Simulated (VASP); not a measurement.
Wanted: the native input for a VASP 6.6.1 run.

```yaml
Task: single point
Functional: PBE
Potentials_or_basis: VASP PAW PBE potentials, release 64 (Hf_pv, C)
Cutoff: 520 eV
k_mesh: 12 × 12 × 6
Occupations: gaussian, width 0.1 eV
Spin: no spin polarisation
Dipole_correction: no
Further_INCAR_settings: ALGO = Normal; EDIFF = 1e-06; NBANDS = 27
```

The structure of Hf3C2 lies in POSCAR:

```
Hf3C2
1.0
    3.3046401611      0.0000000000      0.0000000000
   -1.6523200805      2.8619023298      0.0000000000
    0.0000000000      0.0000000000      7.9324200619
Hf C
3 2
Direct
    0.0000000000      0.0000000000      0.0000000000
    0.3333333333      0.6666666667      0.6782501655
    0.6666666667      0.3333333333      0.3217498345
    0.3333333333      0.6666666667      0.1739057285
    0.6666666667      0.3333333333      0.8260942715
```

The input as run:

INCAR

```
  ALGO = Normal
  EDIFF = 1E-6
  ENCUT = 520
  GGA = PE
  ISIF = 2
  ISMEAR = 0
  LASPH = True
  LCHARG = False
  LREAL = False
  LWAVE = False
  NBANDS = 27
  NELM = 60
  PREC = Accurate
  SIGMA = 0.1
```

KPOINTS

```
k-points
0
Gamma
  12 12 6
```

Potentials or basis: VASP PAW PBE potentials, release 64 (Hf_pv, C).

The run is started by

```sh
$ cat potpaw_PBE.64/Hf_pv/POTCAR potpaw_PBE.64/C/POTCAR > POTCAR
$ mpirun -np 1 vasp_std > vasp.out
```

It gave:

```
Pressure               : -0.7 GPa
Largest force          : 0.063 eV/Å
Band gap on the k mesh : zero (band 19 reaches 6.61 eV, above the bottom of band 20 at 5.45 eV)
```

Caveat: spin-orbit coupling is left out, which moves the levels of the heavy elements.

Run time: 3.3 min on 1 thread of Intel(R) Xeon(R) Platinum 8375C CPU @ 2.90GHz (Ice Lake), with other jobs on the host, peak memory 0.31 GiB.
